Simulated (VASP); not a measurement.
A run of VASP 6.6.1:

INCAR

```
ALGO     = Normal         # electronic algorithm
EDIFF    = 1E-7           # SCF threshold, eV
EDIFFG   = -0.01          # ionic threshold
ENCUT    = 600            # plane-wave cutoff, eV
GGA      = PE             # functional
IBRION   = 2              # ionic algorithm
ISIF     = 3              # what is computed and relaxed
ISMEAR   = 0              # smearing method
LASPH    = True           # aspherical terms in the spheres
LCHARG   = False          # write CHGCAR
LREAL    = False          # projectors in reciprocal space
LWAVE    = False          # write WAVECAR
NELM     = 60             # most SCF steps
NSW      = 100            # ionic steps
PREC     = Accurate       # precision mode
SIGMA    = 0.02           # smearing width, eV
```

The input KPOINTS:

```
k-points
0
Gamma
  12 12 4
```

The input POSCAR:

```
Be2ZnSe3
1.0
    3.7906794935      0.0000000000      0.0000000000
   -1.8953397467      3.2828247390      0.0000000000
    0.0000000000      0.0000000000      9.3387163999
Be Zn Se
2 1 3
Direct
    0.6666666667      0.3333333333      0.3419030771
    0.3333333333      0.6666666667      0.6576512375
    0.0000000000      0.0000000000      0.9964381686
    0.6666666667      0.3333333333      0.1032835116
    0.3333333333      0.6666666667      0.4176109301
    0.0000000000      0.0000000000      0.7331130752
```

Potentials or basis: VASP PAW PBE potentials, release 64 (Be, Zn, Se).

Command:

```console
$ cat potpaw_PBE.64/Be/POTCAR potpaw_PBE.64/Zn/POTCAR potpaw_PBE.64/Se/POTCAR > POTCAR
$ mpirun -np 1 vasp_std > vasp.out
```

Hardware: 1 thread of Intel Xeon 8259CL, on a shared host.

Problem. Estimate the wall time of this run.

Solution. Run time: 9.6 min on 1 thread of Intel Xeon 8259CL, with other jobs on the host, peak memory 0.41 GiB. Counts: scf iterations 24, k points 69, ion steps 2.
